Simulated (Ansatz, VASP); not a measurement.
## AlN in VASP and in Ansatz

The input INCAR:

```
ALGO     = Normal         # electronic algorithm
EDIFF    = 1E-6           # SCF threshold, eV
ENCUT    = 520            # plane-wave cutoff, eV
GGA      = PE             # functional
ISIF     = 2              # what is computed and relaxed
ISMEAR   = -1             # smearing method
LASPH    = True           # aspherical terms in the spheres
LCHARG   = False          # write CHGCAR
LREAL    = False          # projectors in reciprocal space
LWAVE    = False          # write WAVECAR
NBANDS   = 16             # bands
NELM     = 100            # most SCF steps
PREC     = Accurate       # precision mode
SIGMA    = 0.02           # smearing width, eV
```

Contents of KPOINTS:

```
k-points
0
Gamma
  11 11 6
```

Contents of POSCAR:

```
AlN
1.0
    3.1110021516      0.0000000000      0.0000000000
   -1.5555010758      2.6942068945      0.0000000000
    0.0000000000      0.0000000000      4.9780000000
Al N
2 2
Direct
    0.3333333333      0.6666666667      0.0000000000
    0.6666666667      0.3333333333      0.5000000000
    0.3333333333      0.6666666667      0.3850000000
    0.6666666667      0.3333333333      0.8850000000
```

Input for Ansatz:

```yaml
crystal:
  lattice:
    - [3.1110021516, 0.0, 0.0]
    - [-1.5555010758, 2.6942068945, 0.0]
    - [0.0, 0.0, 4.978]
  atoms:
    - { symbol: Al, position: [0.3333333333, 0.6666666667, 0.0] }
    - { symbol: Al, position: [0.6666666667, 0.3333333333, 0.5] }
    - { symbol: "N", position: [0.3333333333, 0.6666666667, 0.385] }
    - { symbol: "N", position: [0.6666666667, 0.3333333333, 0.885] }
kpoints:
  mp_grid: { grid: [11, 11, 6] }
  band_path:
    path:
      - [0.0, 0.0, 0.0]
      - [0.5, 0.0, 0.0]
      - [0.3333333333, 0.3333333333, 0.0]
      - [0.0, 0.0, 0.0]
      - [0.0, 0.0, 0.5]
      - [0.5, 0.0, 0.5]
      - [0.3333333333, 0.3333333333, 0.5]
      - [0.0, 0.0, 0.5]
      - [0.5, 0.0, 0.5]
    npoints: 14
scf:
  occupations: { method: fermi_dirac, width: 0.02 }
hamiltonian:
  xc: pbe
  pseudopotentials: { kind: all_electron, lapw: { basis_error: 0.001 } }
output:
  forces: true
  stress: true
  eigenvalues: true
  fatbands: true
  populations: true
  dos: { projected: true, de: 0.2, e_range: [-14, 8] }
```

Alike in both runs: task single point; functional PBE; k mesh 11 × 11 × 6; occupations fermi-dirac, width 0.02 eV; no spin polarisation.

```csv
,VASP,Ansatz
version,VASP 6.6.1,Ansatz 0.2.0
potentials or method,"VASP PAW PBE potentials, release 64 (Al, N), cutoff 520 eV","all-electron LAPW, scalar-relativistic"
```

|  | VASP | Ansatz | Ansatz less VASP |
| --- | --- | --- | --- |
| gap on the k mesh at the Fermi level (eV) | 4.16 | 4.16 | -0.004 |
| pressure (GPa) | 3.8 | 4.0 | +0.16 |
| traceless stress, the component that is largest in VASP (GPa) | -1.20 | -1.23 | -0.029 |
| rms of the force components (eV/Å) | 0.105 | 0.105 | -0.0001 |

Atom by atom the forces differ by 0.000 eV/Å (rms over components). Ansatz ran all-electron here, and VASP with PAW potentials.
